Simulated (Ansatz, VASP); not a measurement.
# MgO2: VASP beside Ansatz

File POSCAR:

```
MgO2
1.0
   -1.6047610160     -2.7795276138      0.0000000000
    1.6047610160     -2.7795276138      0.0000000000
    0.0000000000      0.0000000000     10.4819366247
Mg O
3 6
Direct
    0.0000000000      0.0000000000      0.0000000000
    0.3333333333      0.3333333333      0.3333333333
    0.6666666667      0.6666666667      0.6666666667
    1.0000000000      1.0000000000      0.4287860000
    0.3333333333      0.3333333333      0.7621193333
    0.6666666667      0.6666666667      0.0954526667
    1.0000000000      1.0000000000      0.5712140000
    0.3333333333      0.3333333333      0.9045473333
    0.6666666667      0.6666666667      0.2378806667
```

INCAR.step1

```
SYSTEM = MgO2
PREC     = Accurate       ! precision mode
ENCUT    = 750            ! plane-wave cutoff, eV
ISMEAR   = 0              ! smearing method
SIGMA    = 0.05           ! smearing width, eV
LREAL    = .FALSE.        ! projectors in reciprocal space
LASPH    = .TRUE.         ! aspherical terms in the spheres
NELM     = 120            ! most SCF steps
NBANDS   = 43             ! bands
GGA      = PE             ! functional
ALGO     = Normal         ! electronic algorithm
EDIFF    = 1E-5           ! SCF threshold, eV
LWAVE    = .TRUE.         ! write WAVECAR
LCHARG   = .FALSE.        ! write CHGCAR
GGA_COMPAT= .FALSE.
```

The input INCAR.step2:

```
SYSTEM = MgO2
PREC     = Accurate       ! precision mode
ENCUT    = 750            ! plane-wave cutoff, eV
EDIFF    = 1E-6           ! SCF threshold, eV
ISMEAR   = 0              ! smearing method
SIGMA    = 0.05           ! smearing width, eV
LREAL    = .FALSE.        ! projectors in reciprocal space
LASPH    = .TRUE.         ! aspherical terms in the spheres
NELM     = 120            ! most SCF steps
ALGO     = Normal         ! electronic algorithm
ISIF     = 2              ! what is computed and relaxed
LWAVE    = .FALSE.        ! write WAVECAR
LCHARG   = .FALSE.        ! write CHGCAR
METAGGA  = R2SCAN         ! meta-GGA
LMIXTAU  = .TRUE.       
NBANDS   = 43             ! bands
ISTART   = 1            
GGA_COMPAT= .FALSE.
```

KPOINTS

```
Automatic mesh
0
G
  8 8 2
  0 0 0
```

Input for Ansatz:

```yaml
crystal:
  lattice:
    - [-1.604761016, -2.7795276138, 0.0]
    - [1.604761016, -2.7795276138, 0.0]
    - [0.0, 0.0, 10.4819366247]
  atoms:
    - { symbol: Mg, position: [0.0, 0.0, 0.0] }
    - { symbol: Mg, position: [0.3333333333, 0.3333333333, 0.3333333333] }
    - { symbol: Mg, position: [0.6666666667, 0.6666666667, 0.6666666667] }
    - { symbol: O, position: [1.0, 1.0, 0.428786] }
    - { symbol: O, position: [0.3333333333, 0.3333333333, 0.7621193333] }
    - { symbol: O, position: [0.6666666667, 0.6666666667, 0.0954526667] }
    - { symbol: O, position: [1.0, 1.0, 0.571214] }
    - { symbol: O, position: [0.3333333333, 0.3333333333, 0.9045473333] }
    - { symbol: O, position: [0.6666666667, 0.6666666667, 0.2378806667] }
basis:
  ecutwfc: 500
kpoints:
  mp_grid: { grid: [8, 8, 2] }
hamiltonian:
  xc: r2scan
scf:
  occupations: { method: gaussian, width: 0.05 }
output:
  forces: true
  stress: true
  eigenvalues: true
  write_density: true
  write_potential: true
  elf: true
  volumetric_format: npy
```

Alike in both runs: task single point; functional r2SCAN; k mesh 8 × 8 × 2; occupations gaussian, width 0.05 eV; no spin polarisation.

```csv
,VASP,Ansatz
version,VASP 6.6.1,Ansatz 0.2.0
potentials or method,"VASP PAW PBE potentials, release 64 (Mg_sv, O), cutoff 750 eV","scalar-relativistic, plane waves, PAW"
valence electrons in the cell,66,66
```

```tsv
	VASP	Ansatz	Ansatz less VASP
gap on the k mesh at the Fermi level (eV)	2.93	2.95	+0.017
least direct gap on the mesh (eV)	2.93	2.95	+0.017
pressure (GPa)	-5.1	-5.4	-0.30
traceless stress, the component that is largest in VASP (GPa)	-0.11	-1.13	-1.025
rms of the force components (eV/Å)	0.015	0.102	+0.0865
```

VASP's potentials were made for PBE, not for r2SCAN. Atom by atom the forces differ by 0.087 eV/Å (rms over components). The functional is the same, so the differences come from potentials, cutoffs and numerics.
